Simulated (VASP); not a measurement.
TiB2:

```
Ti B
1.0
     3.02593    0.00000    0.00000
    -1.51296    2.62053    0.00000
     0.00000    0.00000    3.22877
Ti B
1 2
Direct
  0.00000 0.00000 0.00000
  0.33333 0.66667 0.50000
  0.66667 0.33333 0.50000
```

- Program: VASP 6.6.1
- Task: relaxation of cell and atoms
- Functional: LDA
- Potentials or basis: VASP PAW LDA potentials, release 64 (Ti_sv, B)
- Cutoff: 600 eV
- k mesh: 9 × 9 × 6
- Occupations: gaussian, width 0.1 eV
- Spin: no spin polarisation

At the start: pressure -10.2 GPa; volume 8.53 Å³/atom.

How do energy, volume and symmetry change on relaxing?

Over 4 steps the energy falls by 12.0 meV/atom and the volume is 8.19 Å³/atom (-4.0 %); space group P6/mmm (No. 191, to 0.1 Å) before and after.

Step by step:
```
step  energy change (eV)  largest force (eV/Å)  pressure (GPa)  volume (Å³)
   1              0.0000                0.0000          -10.24        25.60
   2             -0.0011                0.0000           11.91        23.63
   3             -0.0344                0.0000            0.17        24.59
   4             -0.0359                0.0000           -0.06        24.58
```

Final structure:
```
Ti B
1.0
     2.99670    0.00000    0.00000
    -1.49835    2.59522    0.00000
     0.00000    0.00000    3.15999
Ti B
1 2
Cartesian
  0.0000 0.0000 3.1600
  0.0000 1.7301 1.5800
  1.4984 0.8651 1.5800
```
